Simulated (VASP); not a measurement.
Wanted: the native input for a VASP 6.6.1 run.

```yaml
Task: single point
Functional: PBEsol
Potentials_or_basis: VASP PAW PBE potentials, release 64 (Sc_sv)
Cutoff: 520 eV
k_mesh: 18 × 18 × 10
Occupations: gaussian, width 0.15 eV
Spin: no spin polarisation
Dipole_correction: no
Further_INCAR_settings: ALGO = Fast; EDIFF = 1e-06; NBANDS = 18
```

The structure of Sc lies in POSCAR:

```
Sc
1.0
    3.3087978973      0.0000000000      0.0000000000
   -1.6543989486      2.8655030350      0.0000000000
    0.0000000000      0.0000000000      5.3601900000
Sc
2
Direct
    0.3333333333      0.6666666667      0.2500000000
    0.6666666667      0.3333333333      0.7500000000
```

This cell differs from its parent crystal: strain +0.0175 x Voigt [0, 0, 1, 0, 0, 0].

One way to write it, as run:

INCAR

```
PREC     = Accurate       # precision mode
ENCUT    = 520            # plane-wave cutoff, eV
EDIFF    = 1E-6           # SCF threshold, eV
ISMEAR   = 0              # smearing method
SIGMA    = 0.15           # smearing width, eV
LREAL    = False          # projectors in reciprocal space
LASPH    = True           # aspherical terms in the spheres
NELM     = 60             # most SCF steps
ALGO     = Fast           # electronic algorithm
ISIF     = 2              # what is computed and relaxed
LWAVE    = False          # write WAVECAR
LCHARG   = False          # write CHGCAR
GGA      = PS             # functional
NBANDS   = 18             # bands
```

KPOINTS

```
regular mesh
0
Gamma
  18 18 10
```

Potentials or basis: VASP PAW PBE potentials, release 64 (Sc_sv).

Launch:

```sh
$ cat potpaw_PBE.64/Sc_sv/POTCAR > POTCAR
$ mpirun -np 1 vasp_std > vasp.out
```

It gave:

| Item | Value |
| --- | --- |
| Pressure | -3.5 GPa |
| Band gap on the k mesh | zero (bands 11 and 12 overlap by 1.25 eV) |

Caveat: the cell differs from its parent crystal (strain +0.0175 x Voigt [0, 0, 1, 0, 0, 0]); the cell stands under tension; the PAW data sets were made with another functional, which shifts forces and pressure a little.

Run time: 2.4 min on 1 thread of AMD EPYC 9R45 96-Core Processor (Zen 5), with other jobs on the host, peak memory 0.26 GiB.
